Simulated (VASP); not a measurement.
ZnAg, 2 atoms in the cell. It takes space group Pm-3m (No. 221, cubic). The conventional cell has a = 3.156 Å, b = 3.156 Å, c = 3.156 Å, α = 90.00°, β = 90.00°, γ = 90.00°. Zn (site symmetry m-3m) has 8 Ag at 2.73 Å and 6 Zn at 3.16 Å within 3.6 Å. Within 3.6 Å of Ag (site symmetry m-3m) lie 8 Zn at 2.73 Å and 6 Ag at 3.16 Å. 

```yaml
Program: VASP 6.6.1
Task: relaxation of cell and atoms
Functional: LDA
Potentials_or_basis: VASP PAW LDA potentials, release 64 (Zn, Ag)
Cutoff: 500 eV
k_mesh: 10 × 10 × 10
Occupations: fermi-dirac, width 0.1 eV
Spin: no spin polarisation
Target_pressure: 30 GPa
Dipole_correction: no
Further_INCAR_settings: ALGO = Normal; EDIFF = 1e-07; IBRION = 2; EDIFFG = -0.005; NSW = 80; ISIF = 3
```

Potentials or basis: VASP PAW LDA potentials, release 64 (Zn, Ag).

The run is started by

```bash
$ cat potpaw_LDA.64/Zn/POTCAR potpaw_LDA.64/Ag/POTCAR > POTCAR
$ mpirun -np 1 vasp_std > vasp.out
```

Hardware: 1 thread of Intel(R) Xeon(R) Platinum 8259CL CPU @ 2.50GHz (Skylake/Cascade Lake), with other jobs on the host.

Q: Estimate the wall time of this run.

A: It took 2.6 min on 1 thread of Intel(R) Xeon(R) Platinum 8259CL CPU @ 2.50GHz (Skylake/Cascade Lake), with other jobs on the host, peak memory 0.16 GiB. Counts: scf iterations 107, k points 56, ion steps 16.
